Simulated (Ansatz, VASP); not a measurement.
CdS: VASP beside Ansatz

INCAR

```
SYSTEM = CdS
ALGO = Normal
EDIFF = 1E-6
ENCUT = 520
GGA = PE
ISIF = 2
ISMEAR = -1
LASPH = .True.
LCHARG = .False.
LREAL = .False.
LWAVE = .False.
NBANDS = 16
NELM = 60
PREC = Accurate
SIGMA = 0.02
```

File KPOINTS:

```
k-points
0
Gamma
  7 7 7
  0 0 0
```

File POSCAR:

```
CdS
1.0
    0.0000000000      2.9429534649      2.8840943956
    2.9429534649      0.0000000000      2.8840943956
    2.9429534649      2.9429534649      0.0000000000
Cd S
1 1
Direct
    0.0000000000      0.0000000000      0.0000000000
    0.7500000000      0.7500000000      0.7500000000
```

Input for Ansatz:

```yaml
crystal:
  lattice:
    - [0.0, 2.9429534649, 2.8840943956]
    - [2.9429534649, 0.0, 2.8840943956]
    - [2.9429534649, 2.9429534649, 0.0]
  atoms:
    - { symbol: Cd, position: [0.0, 0.0, 0.0] }
    - { symbol: S, position: [0.75, 0.75, 0.75] }
kpoints:
  mp_grid: { grid: [7, 7, 7] }
  band_path:
    path:
      - [0.0, 0.0, 0.0]
      - [0.0, 0.5, 0.5]
      - [0.25, 0.75, 0.5]
      - [0.0, 0.5, 0.0]
      - [0.0, 0.0, 0.0]
      - [0.5, 0.5, 0.0]
      - [0.3801541025, 0.6198458975, 0.0]
      - [-0.3801541025, 0.3801541025, 0.0]
      - [0.0, 0.0, 0.0]
    npoints: 5
scf:
  occupations: { method: fermi_dirac, width: 0.02 }
hamiltonian:
  xc: pbe
  pseudopotentials: { kind: all_electron, lapw: { basis_error: 0.0005 } }
output:
  forces: true
  stress: true
  eigenvalues: true
```

Change from the starting cell: zz strain of -2 %.

Alike in both runs: task single point; functional PBE; k mesh 7 × 7 × 7; occupations fermi-dirac, width 0.02 eV; no spin polarisation.

|  | VASP | Ansatz |
| --- | --- | --- |
| version | VASP 6.6.1 | Ansatz 0.2.0 |
| potentials or method | VASP PAW PBE potentials, release 64 (Cd, S), cutoff 520 eV | all-electron LAPW, scalar-relativistic |

Ansatz gave:

| Quantity | Value |
| --- | --- |
| gap on the k mesh at the Fermi level (eV) | 1.09 |
| pressure (GPa) | 2.4 |
| traceless stress, the component that is largest in VASP (GPa) | 0.22 |

Question: Estimate VASP's values.

Answer: gap on the k mesh at the Fermi level (eV): 1.10; pressure (GPa): 2.7; traceless stress, the component that is largest in VASP (GPa): 0.21.

Ansatz ran all-electron here, and VASP with PAW potentials.
